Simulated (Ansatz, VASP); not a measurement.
# One calculation of Al8As8H, two programs

```
CELL_PARAMETERS angstrom
0.00000 5.72791 -5.72791
5.72791 5.72791 0.00000
5.72791 0.00000 -5.72791
ATOMIC_POSITIONS crystal
Al 0.00000 0.00000 0.50000
Al 0.00000 0.50000 0.50000
Al 0.50000 0.00000 0.50000
Al 0.50000 0.50000 0.50000
Al 0.00000 0.00000 0.00000
Al 0.00000 0.50000 0.00000
Al 0.50000 0.00000 0.00000
Al 0.50000 0.50000 0.00000
As 0.12500 0.12500 0.12500
As 0.12500 0.62500 0.12500
As 0.62500 0.12500 0.12500
As 0.62500 0.62500 0.12500
As 0.12500 0.12500 0.62500
As 0.12500 0.62500 0.62500
As 0.62500 0.12500 0.62500
As 0.62500 0.62500 0.62500
H 0.87500 0.37500 0.87500
```

Alike in both runs: task relaxation of the atoms; functional PBE; k mesh 2 × 2 × 2; occupations gaussian, width 0.01 eV; collinear spin.

|  | VASP | Ansatz |
| --- | --- | --- |
| version | VASP 6.6.1 | Ansatz 0.2.0 |
| potentials or method | VASP PAW PBE potentials, release 64 (Al, As, H), cutoff 520 eV | scalar-relativistic, plane waves, PAW |
| valence electrons in the cell | 65 | 145 |

|  | VASP | Ansatz | Ansatz less VASP |
| --- | --- | --- | --- |
| gap on the k mesh at the Fermi level, each at its own relaxed structure (eV) | none | none | - |
| net moment per atom (μB) | 0.01 | 0.01 | 0.000 |

A gap of «none» marks a metal or a gap that the smearing closes. VASP's potentials hold 65 valence electrons a cell and Ansatz's 145, so a difference there can come from the potentials and not from the codes.

The k mesh is coarse, so the values compare programs but aren't converged.
